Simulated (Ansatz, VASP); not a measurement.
**TiSi4Ni3 in VASP and in Ansatz**

```
Ti Si Ni
1.0
     3.72707    0.00000    0.00000
     0.00000    5.80875    0.00000
     0.00000    0.00000    4.75439
Ti Si Ni
1 4 3
Cartesian
  1.8635 2.9044 2.5092
  0.0000 4.6091 3.0388
  0.0000 1.1997 3.0388
  1.8635 1.5183 0.2300
  1.8635 4.2904 0.2300
  0.0000 2.9044 4.7606
  1.8635 0.0000 2.0451
  0.0000 0.0000 0.3408
```

Alike in both runs: functional PBE; k mesh 10 × 8 × 8; occupations gaussian, width 0.1 eV; no spin polarisation.

Ansatz relaxed the structure, and its values are those at the end. VASP's run is a single point on that final structure, the one shown.

|  | VASP | Ansatz |
| --- | --- | --- |
| version | VASP 6.6.1 | Ansatz 0.2.0 |
| potentials or method | VASP PAW PBE potentials, release 64 (Ti_sv, Si, Ni), cutoff 520 eV | scalar-relativistic, plane waves, PAW |
| valence electrons in the cell | 58 | 82 |

VASP gave:

```
gap on the k mesh at the Fermi level (eV) : none
pressure (GPa)                            : 0.0
rms of the force components (eV/Å)        : 0.005
```

Question: Estimate Ansatz's values.

Answer: gap on the k mesh at the Fermi level (eV): none; pressure (GPa): 0.0; rms of the force components (eV/Å): 0.001.

A gap of «none» marks a metal or a gap that the smearing closes. With one functional, cell and mesh, what is left measures potentials, basis and numerics. VASP's potentials hold 58 valence electrons a cell and Ansatz's 82, so a difference there can come from the potentials and not from the codes.
